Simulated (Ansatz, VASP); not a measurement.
# Two plane-wave programs on B

File POSCAR:

```
B
1.0
    2.1005919712      0.0000000000      0.0000000000
   -1.0502959856      1.8191660100      0.0000000000
    0.0000000000      0.0000000000      6.8605333778
B
4
Direct
    0.0000000000      0.0000000000      0.0000000000
    0.0000000000      0.0000000000      0.5000000000
    0.3333333333      0.6666666667      0.2500000000
    0.6666666667      0.3333333333      0.7500000000
```

INCAR.step1

```
SYSTEM = B
  ALGO = Normal
  EDIFF = 1E-4
  ENCUT = 600
  GGA = PE
  ISMEAR = -1
  LASPH = .TRUE.
  LCHARG = .FALSE.
  LREAL = .FALSE.
  LWAVE = .TRUE.
  NELM = 60
  PREC = Accurate
  SIGMA = 0.1
```

The input INCAR.step2:

```
SYSTEM = B
  ALGO = Normal
  EDIFF = 1E-6
  EDIFFG = -0.01
  ENCUT = 600
  IBRION = 2
  ISIF = 3
  ISMEAR = -1
  ISTART = 1
  LASPH = .TRUE.
  LCHARG = .FALSE.
  LMIXTAU = .TRUE.
  LREAL = .FALSE.
  LWAVE = .FALSE.
  METAGGA = R2SCAN
  NELM = 60
  NSW = 80
  PREC = Accurate
  SIGMA = 0.1
```

File KPOINTS:

```
k-points
0
G
  17 17 5
  0 0 0
```

Input for Ansatz:

```yaml
crystal:
  lattice:
    - [2.1005919712, 0.0, 0.0]
    - [-1.0502959856, 1.81916601, 0.0]
    - [0.0, 0.0, 6.8605333778]
  atoms:
    - { symbol: B, position: [0.0, 0.0, 0.0] }
    - { symbol: B, position: [0.0, 0.0, 0.5] }
    - { symbol: B, position: [0.3333333333, 0.6666666667, 0.25] }
    - { symbol: B, position: [0.6666666667, 0.3333333333, 0.75] }
hamiltonian:
  xc: r2scan
  pseudopotentials:
    kind: paw
    azcp:
      B: "pseudopotentials/B.paw.azcp"
basis:
  ecutwfc: 500
  fft_grid_basis: typed
kpoints:
  mp_grid: { grid: [17, 17, 5], shift: [0, 0, 0] }
magnetization:
  spin_polarized: false
scf:
  occupations: { method: fermi_dirac, width: 0.1 }
relax:
  max_steps: 60
  f_tol: 0.01
  cell: {}
```

Alike in both runs: task relaxation of cell and atoms; functional r2SCAN; k mesh 17 × 17 × 5; occupations fermi-dirac, width 0.1 eV; no spin polarisation.

|  | VASP | Ansatz |
| --- | --- | --- |
| version | VASP 6.6.1 | Ansatz 0.2.0 |
| potentials or method | VASP PAW PBE potentials, release 64 (B), cutoff 600 eV | plane waves (500 eV) with PAW, scalar-relativistic |
| valence electrons in the cell | 12 | 12 |

VASP gave:

```
relaxed volume (Å³/atom)                                     : 7.84
relaxed cell length with the largest relative difference (Å) : 12.401
```

**Question.** Estimate Ansatz's values.

**Answer.** Relaxed volume (Å³/atom): 9.81; relaxed cell length with the largest relative difference (Å): 15.534.

VASP's potentials were made for PBE, not for r2SCAN. One of these differences is far larger than is usual between the two programs; its cause wasn't traced.

Noted on VASP's run: the volume moved by over 15 % at a fixed basis, so the end points are rough.
